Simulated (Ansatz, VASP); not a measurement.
Cu: VASP beside Ansatz

File INCAR:

```
PREC = Accurate
ENCUT = 820
EDIFF = 1E-6
ISMEAR = -1
SIGMA = 0.1
LREAL = F
LASPH = T
NELM = 120
ALGO = Normal
ISIF = 2
LWAVE = F
LCHARG = T
GGA = PS
LELF = T
LVHAR = T
NBANDS = 16
GGA_COMPAT = F
```

File KPOINTS:

```
regular mesh
0
Gamma
  15 15 15
```

The input POSCAR:

```
Cu
1.0
    2.3906690493      0.0000000000      0.0000000000
    0.0000000000      2.3906690493      0.0000000000
    0.0000000000      0.0000000000      2.3906690493
Cu
1
Direct
    0.0000000000      0.0000000000      0.0000000000
```

Input for Ansatz:

```yaml
crystal:
  lattice:
    - [2.3906690493, 0.0, 0.0]
    - [0.0, 2.3906690493, 0.0]
    - [0.0, 0.0, 2.3906690493]
  atoms:
    - { symbol: Cu, position: [0.0, 0.0, 0.0] }
hamiltonian:
  xc: pbesol
  pseudopotentials:
    kind: paw
    azcp:
      Cu: "pseudopotentials/Cu.paw.azcp"
basis:
  ecutwfc: 420
  fft_grid_basis: typed
kpoints:
  mp_grid: { grid: [15, 15, 15], shift: [0, 0, 0] }
magnetization:
  spin_polarized: false
scf:
  occupations: { method: fermi_dirac, width: 0.1 }
  lower_state_search: "off"
output:
  stress: true
  write_density: true
  write_potential: true
  elf: true
  volumetric_format: npy
```

Alike in both runs: task single point; functional PBEsol; k mesh 15 × 15 × 15; occupations fermi-dirac, width 0.1 eV; no spin polarisation.

```csv
,VASP,Ansatz
version,VASP 6.6.1,Ansatz 0.2.0
potentials or method,"VASP PAW PBE potentials, release 64 (Cu_sv_GW), cutoff 820 eV","plane waves (420 eV) with PAW, scalar-relativistic"
valence electrons in the cell,19,19
```

VASP gave:

```
pressure (GPa) : -5.8
```

Task: Estimate Ansatz's values.

Result: Pressure (GPa): -4.4.

VASP's potentials were made for PBE, not for PBEsol, and Ansatz warns of the same on its side. With one functional, cell and mesh, what is left measures potentials, basis and numerics.
